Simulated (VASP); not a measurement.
# Rh (P6_3/mmc) in VASP: notebook

The runs below take Rh through single point, with PBE.

Program: VASP 6.6.1. These are calculated values, not measurements. Logs are shortened: lines on timing, memory, paths and dates and some standing lists are left out, and cuts for length are marked.

### 1 The cell of the first run

Symmetry: P6_3/mmc, No. 194, hexagonal system. Conventional cell: a = 3.034 Å, b = 3.034 Å, c = 4.961 Å, α = 90.00°, β = 90.00°, γ = 120.00°. Within 4.0 Å of Rh (site symmetry -6m2) lie 12 Rh at 3.03 to 3.04 Å.

### 2 Single point, PBE (Ag replaced by Rh, lengths x 0.988, strained)

INCAR reads:

```
  PREC = Accurate
  ENCUT = 520
  EDIFF = 1E-7
  ISMEAR = 0
  SIGMA = 0.1
  LREAL = F
  LASPH = T
  NELM = 80
  ALGO = Normal
  ISIF = 2
  LWAVE = F
  LCHARG = F
  GGA = PE
  NBANDS = 22
```

KPOINTS reads:

```
regular mesh
0
Gamma
  6 6 4
```

POSCAR reads:

```
Rh
1.0
    3.0343716440      0.0000000000      0.0000000000
   -1.5171858220      2.6278429283      0.0000000000
    0.0000000000      0.0000000000      4.9606312960
Rh
2
Direct
    0.3333333333      0.6666666667      0.2500000000
    0.6666666667      0.3333333333      0.7500000000
```

Potentials or basis: VASP PAW PBE potentials, release 64 (Rh_pv).

Run with:

```
$ cat potpaw_PBE.64/Rh_pv/POTCAR > POTCAR
$ mpirun -np 1 vasp_std > vasp.out
```

OUTCAR:

```text
PREC = Accurate
   ENCUT = 520
   EDIFF = 1E-7
   ISMEAR = 0
   LREAL = F
   LASPH = T
   NELM = 80
   ISIF = 2
   GGA = PE

 ion  position               nearest neighbor table
   1  0.333  0.667  0.250-   2 3.04   2 3.04   2 3.04   2 3.04   2 3.04   2 3.04
   2  0.667  0.333  0.750-   1 3.04   1 3.04   1 3.04   1 3.04   1 3.04   1 3.04

  LATTYP: Found a hexagonal cell.
 ALAT       =     3.0343716440
 C/A-ratio  =     1.6348133578

  Lattice vectors:

 A1 = (   3.0343716440,   0.0000000000,   0.0000000000)
 A2 = (  -1.5171858220,   2.6278429283,   0.0000000000)
 A3 = (   0.0000000000,   0.0000000000,   4.9606312960)

Analysis of symmetry for initial positions (statically):
=====================================================================
 Subroutine PRICEL returns:
 Original cell was already a primitive cell.

 Routine SETGRP: Setting up the symmetry group for a
 hexagonal supercell.

 Subroutine GETGRP returns: Found 24 space group operations
 (whereof 12 operations were pure point group operations)
 out of a pool of 24 trial point group operations.

The static configuration has the point symmetry D_3d.
 The point group associated with its full space group is D_6h.

Analysis of symmetry for dynamics (positions and initial velocities):
=====================================================================
 Subroutine PRICEL returns:
 Original cell was already a primitive cell.

 Routine SETGRP: Setting up the symmetry group for a
 hexagonal supercell.

 Subroutine GETGRP returns: Found 24 space group operations
 (whereof 12 operations were pure point group operations)
 out of a pool of 24 trial point group operations.

The dynamic configuration has the point symmetry D_3d.
 The point group associated with its full space group is D_6h.

 Subroutine INISYM returns: Found 24 space group operations
 (whereof 12 operations are pure point group operations),
 and found     1 'primitive' translations

----------------------------------------------------------------------------------------

                                     Primitive cell

  volume of cell :      39.5553

  direct lattice vectors                    reciprocal lattice vectors
     3.034371644  0.000000000  0.000000000     0.329557522  0.190270124  0.000000000
    -1.517185822  2.627842928  0.000000000     0.000000000  0.380540248  0.000000000
     0.000000000  0.000000000  4.960631296     0.000000000  0.000000000  0.201587246

  length of vectors
     3.034371644  3.034371644  4.960631296     0.380540248  0.380540248  0.201587246

  position of ions in fractional coordinates (direct lattice)
     0.333333333  0.666666667  0.250000000
     0.666666667  0.333333333  0.750000000

  ion indices of the primitive-cell ions
   primitive index   ion index
                 1           1
                 2           2

----------------------------------------------------------------------------------------

 KPOINTS: regular mesh

Automatic generation of k-mesh.
 Grid dimensions read from file:
 generate k-points for:    6    6    4

 Generating k-lattice:

  Cartesian coordinates                     Fractional coordinates (reciprocal lattice)
     0.054926254  0.031711687  0.000000000     0.166666667  0.000000000  0.000000000
     0.000000000  0.063423375  0.000000000     0.000000000  0.166666667  0.000000000
     0.000000000  0.000000000  0.050396811     0.000000000  0.000000000  0.250000000

  Length of vectors
     0.063423375  0.063423375  0.050396811

  Shift w.r.t. Gamma in fractional coordinates (k-lattice)
     0.000000000  0.000000000  0.000000000

 Subroutine IBZKPT returns following result:
 ===========================================

 Found     21 irreducible k-points:

 Following reciprocal coordinates:
            Coordinates               Weight
  0.000000  0.000000  0.000000      1.000000
  0.166667  0.000000  0.000000      6.000000
  0.333333 -0.000000  0.000000      6.000000
  0.500000 -0.000000  0.000000      3.000000
  0.166667  0.166667  0.000000      6.000000
  0.333333  0.166667  0.000000     12.000000
[... 13 lines left out ...]
  0.333333  0.166667  0.500000     12.000000
  0.333333  0.333333  0.500000      2.000000
   k-points           NKPTS =     21   k-points in BZ     NKDIM =     21   number of bands    NBANDS=     22
   number of dos      NEDOS =    301   number of ions     NIONS =      2
   total plane-waves  NPLWV =  23040
   dimension x,y,z NGX =    24 NGY =   24 NGZ =   40
   dimension x,y,z NGXF=    48 NGYF=   48 NGZF=   80
   ions per type =               2
   NGX,Y,Z   is equivalent  to a cutoff of  13.15, 13.15, 13.41 a.u.
   NGXF,Y,Z  is equivalent  to a cutoff of  26.30, 26.30, 26.81 a.u.
 SYSTEM =  unknown system
   PREC   = accura    normal or accurate (medium, high low for compatibility)
   ISTART =      0    job   : 0-new  1-cont  2-samecut
   ICHARG =      2    charge: 1-file 2-atom 10-const
   ISPIN  =      1    spin polarized calculation?
   LNONCOLLINEAR =      F non collinear calculations
   LSORBIT =      F    spin-orbit coupling
   LASPH  =      T    aspherical Exc in radial PAW
   ENCUT  =  520.0 eV  38.22 Ry    6.18 a.u.   5.64  5.64  9.22*2*pi/ulx,y,z
   NELM   =     80;   NELMIN=  2; NELMDL= -5     # of ELM steps
   EDIFF  = 0.1E-06   stopping-criterion for ELM
   LREAL  =      F    real-space projection
   EDIFFG = 0.1E-05   stopping-criterion for IOM
   NSW    =      0    number of steps for IOM
   IBRION =     -1    ionic relax: 0-MD 1-quasi-New 2-CG
   NFREE  =      0    steps in history (QN), initial steepest desc. (CG)
   ISIF   =      2    stress and relaxation
   ISYM   =      2    0-nonsym 1-usesym 2-fastsym
   POTIM  = 0.5000    time-step for ionic-motion
   TEBEG  =    0.0;   TEEND  =   0.0 temperature during run
   PSTRESS=    0.0 pullay stress
   NELECT =      30.0000    total number of electrons
   NUPDOWN=      -1.0000    fix difference up-down
   EMIN   =  10.00;   EMAX   =-10.00  energy-range for DOS
   EFERMI =   0.00;   METHOD = LEGACY
   ISMEAR =     0;   SIGMA  =   0.10  broadening in eV -4-tet -1-fermi 0-gaus
   EFERMI_NEDOS =   21; number of points for ismear=-14 and -15
   IALGO  =     38    algorithm
   IMIX   =      4    mixing-type and parameters
     AMIX     =   0.40;   BMIX     =  1.00
     AMIX_MAG =   1.60;   BMIX_MAG =  1.00
  volume/ion in A,a.u.               =      19.78       133.47
  Fermi-wavevector in a.u.,A,eV,Ry     =   1.492956  2.821277 30.326247  2.228916
  Thomas-Fermi vector in A             =   2.605418
   LORBIT       =      0    0 simple, 1 ext, 2 COOP (PROOUT), +10 PAW based schemes
   GGA     = PE    functional components
   LHFCALC =     F    Hartree Fock is set to
   AEXX    =    0.0000 exact exchange contribution
   IVDW    =     0    specifies the selected vdW correction
   LEPSILON=     F    determine dielectric tensor
   LRPA    =     F    only Hartree local field effects (RPA)
 non-spin polarized calculation
 Gauss-broadening in eV      SIGMA  =   0.10
  energy-cutoff  :      520.00
  volume of cell :       39.56
 maximum number of plane-waves:      1099
 NGX is ok and might be reduce to    24
   NGX = 11   NGY = 11   NGZ = 19

 number of electron      30.0000006 magnetization

 Free energy of the ion-electron system (eV)
  ---------------------------------------------------
  ext. energy  EPLUGINS =         0.00000000
  ---------------------------------------------------
  free energy    TOTEN  =       -12.64399630 eV

  energy without entropy =      -12.61524712  energy(sigma->0) =      -12.62962171

 E-fermi :   6.3508     XC(G=0): -11.8118

 val. band max:        6.3309559042   @ k =   0.3333   0.3333   0.0000
 cond. band min:       6.3620577999   @ k =   0.3333  -0.0000   0.5000
 fundamental gap:      0.0311018957
 Fermi energy:         6.3508370118

 k-point     1 :       0.0000    0.0000    0.0000
  band No.  band energies     occupation
      1     -39.6360      2.00000
      2     -39.4428      2.00000
      3     -39.4201      2.00000
      4     -39.4201      2.00000
      5     -39.3912      2.00000
      6     -39.3912      2.00000
[... 14 lines left out ...]
     21      23.4990      0.00000
     22      23.8998      0.00000

 k-point     2 :       0.1667    0.0000    0.0000
  band No.  band energies     occupation
      1     -39.6200      2.00000
      2     -39.4567      2.00000
      3     -39.4499      2.00000
      4     -39.4318      2.00000
      5     -39.4291      2.00000
      6     -39.3982      2.00000
[... 14 lines left out ...]
     21      21.9121      0.00000
     22      22.8158      0.00000

 k-point     3 :       0.3333   -0.0000    0.0000
  band No.  band energies     occupation
      1     -39.5816      2.00000
      2     -39.5304      2.00000
      3     -39.5032      2.00000
      4     -39.4707      2.00000
      5     -39.4544      2.00000
      6     -39.4128      2.00000
[... 14 lines left out ...]
     21      18.9308      0.00000
     22      20.3912      0.00000

 k-point     4 :       0.5000   -0.0000    0.0000
  band No.  band energies     occupation
      1     -39.5674      2.00000
      2     -39.5533      2.00000
      3     -39.5395      2.00000
      4     -39.4900      2.00000
      5     -39.4654      2.00000
      6     -39.4204      2.00000
[... 14 lines left out ...]
     21      16.8403      0.00000
     22      17.6457      0.00000

 k-point     5 :       0.1667    0.1667    0.0000
  band No.  band energies     occupation
      1     -39.5925      2.00000
      2     -39.4983      2.00000
      3     -39.4914      2.00000
      4     -39.4642      2.00000
      5     -39.4457      2.00000
      6     -39.4194      2.00000
[... 342 lines left out ...]
 k-point    19 :       0.1667    0.1667    0.5000
  band No.  band energies     occupation
      1     -39.5544      2.00000
      2     -39.5544      2.00000
      3     -39.4679      2.00000
      4     -39.4679      2.00000
      5     -39.4336      2.00000
      6     -39.4336      2.00000
[... 14 lines left out ...]
     21      18.9482      0.00000
     22      18.9482      0.00000

 k-point    20 :       0.3333    0.1667    0.5000
  band No.  band energies     occupation
      1     -39.5775      2.00000
      2     -39.5775      2.00000
      3     -39.4890      2.00000
      4     -39.4890      2.00000
      5     -39.4516      2.00000
      6     -39.4516      2.00000
[... 14 lines left out ...]
     21      17.4724      0.00000
     22      17.4724      0.00000

 k-point    21 :       0.3333    0.3333    0.5000
  band No.  band energies     occupation
      1     -39.5693      2.00000
      2     -39.5693      2.00000
      3     -39.5097      2.00000
      4     -39.5097      2.00000
      5     -39.4600      2.00000
      6     -39.4600      2.00000
[... 14 lines left out ...]
     21      13.7434      0.00000
     22      13.7434      0.00000

------------------------ aborting loop because EDIFF is reached ----------------------------------------

  FORCE on cell =-STRESS in cart. coord.  units (eV):
  Direction    XX          YY          ZZ          XY          YZ          ZX
  --------------------------------------------------------------------------------------
  -------------------------------------------------------------------------------------
  Total       -8.3284195     -8.3284195     -9.1661590      0.0000000     -0.0000000      0.0000000
  in kB     -337.3401647   -337.3401647   -371.2725558      0.0000000     -0.0000000      0.0000000
  external PRESSURE =    -348.6509617 kB  Pullay stress =       0.0000000 kB

 VOLUME and BASIS-vectors are now :
 -----------------------------------------------------------------------------
  energy-cutoff  :      520.00
  volume of cell :       39.56
      direct lattice vectors                 reciprocal lattice vectors
     3.034371644  0.000000000  0.000000000     0.329557522  0.190270124  0.000000000
    -1.517185822  2.627842928  0.000000000     0.000000000  0.380540248  0.000000000
     0.000000000  0.000000000  4.960631296     0.000000000  0.000000000  0.201587246

 POSITION                                       TOTAL-FORCE (eV/Angst)
 -----------------------------------------------------------------------------------
     -0.00000      1.75190      1.24016        -0.000000      0.000000      0.000000
      1.51719      0.87595      3.72047         0.000000      0.000000      0.000000
 -----------------------------------------------------------------------------------
    total drift:                               -0.000000      0.000000     -0.000000

  FREE ENERGIE OF THE ION-ELECTRON SYSTEM (eV)
  ---------------------------------------------------
  free  energy   TOTEN  =       -12.6439962973 eV

  energy  without entropy=      -12.6152471161  energy(sigma->0) =      -12.62962171
```

It took 14 s on 1 thread of Intel Xeon Platinum 8259CL at 2.50GHz (Skylake/Cascade Lake), shared host; peak memory 0.15 GiB.

Results:

```yaml
Free_energy: -12.6440 eV
Pressure: -34.9 GPa
Band_gap_on_the_k_mesh: zero (band 15 reaches 6.75 eV, above the bottom of band 16 at 5.45 eV)
```

Caveat: the k points lie up to 0.40 Å⁻¹ apart; the cell differs from its parent crystal (Ag replaced by Rh, lengths x 0.988, strained).

### 3 Single point, PBE (Ag replaced by Rh, lengths x 0.988, strained)

INCAR reads:

```
SYSTEM = Rh
PREC     = Accurate       ! precision mode
ENCUT    = 520            ! plane-wave cutoff, eV
EDIFF    = 1E-6           ! SCF threshold, eV
ISMEAR   = 0              ! smearing method
SIGMA    = 0.1            ! smearing width, eV
LREAL    = .False.        ! projectors in reciprocal space
LASPH    = .True.         ! aspherical terms in the spheres
NELM     = 60             ! most SCF steps
ALGO     = Normal         ! electronic algorithm
ISIF     = 2              ! what is computed and relaxed
LWAVE    = .False.        ! write WAVECAR
LCHARG   = .False.        ! write CHGCAR
GGA      = PE             ! functional
NBANDS   = 22             ! bands
```

KPOINTS reads:

```
Automatic mesh
0
Gamma
  15 15 8
  0 0 0
```

POSCAR is that of step 2.

Potentials or basis: VASP PAW PBE potentials, release 64 (Rh_pv).

Run with:

```
$ cat potpaw_PBE.64/Rh_pv/POTCAR > POTCAR
$ mpirun -np 1 vasp_std > vasp.out
```

It took 50 s on 1 thread of Intel Xeon Platinum 8259CL at 2.50GHz (Skylake/Cascade Lake), shared host; peak memory 0.22 GiB.

Results (log left out):

```yaml
Free_energy: -12.6700 eV
Pressure: -34.9 GPa
Band_gap_on_the_k_mesh: zero (band 15 reaches 6.73 eV, above the bottom of band 16 at 5.49 eV)
```

Stress tensor (GPa, compression positive):
```
-34.34   0.00   0.00
  0.00 -34.34   0.00
  0.00   0.00 -35.88
```

Levels at points of the mesh, in eV from the Fermi level:
| k point | band 12 | band 13 | band 14 | band 15 | band 16 | band 17 | band 18 | band 19 |
| --- | --- | --- | --- | --- | --- | --- | --- | --- |
| (0.00, 0.00, 0.00) | -1.41 | -1.41 | -1.02 | -1.02 | 0.08 | 0.08 | 1.20 | 5.58 |
| (0.00, 0.00, 0.50) | -1.74 | -1.74 | -1.74 | -0.26 | -0.26 | -0.26 | -0.26 | 12.08 |

Caveat: the cell differs from its parent crystal (Ag replaced by Rh, lengths x 0.988, strained).
